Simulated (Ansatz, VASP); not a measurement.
P: VASP beside Ansatz

```
P
1.0
     2.50184    0.00000    0.00000
     0.00000    2.50184    0.00000
     0.00000    0.00000    2.36875
P
1
Direct
  0.50000 0.50000 0.00000
```

Alike in both runs: functional PBE; k mesh 8 × 8 × 6; occupations gaussian, width 0.1 eV; no spin polarisation.

Ansatz relaxed the structure, and its values are those at the end. VASP's run is a single point on that final structure, the one shown.

```csv
,VASP,Ansatz
version,VASP 6.6.1,Ansatz 0.2.0
potentials or method,"VASP PAW PBE potentials, release 64 (P), cutoff 520 eV","scalar-relativistic, plane waves, PAW"
valence electrons in the cell,5,5
```

```csv
,VASP,Ansatz,Ansatz less VASP
gap on the k mesh at the Fermi level (eV),none,none,-
pressure (GPa),-0.5,-0.2,+0.26
```

A gap of «none» marks a metal or a gap that the smearing closes. The functional is the same, so the differences come from potentials, cutoffs and numerics.

The k mesh is coarse, so the values compare programs but aren't converged.
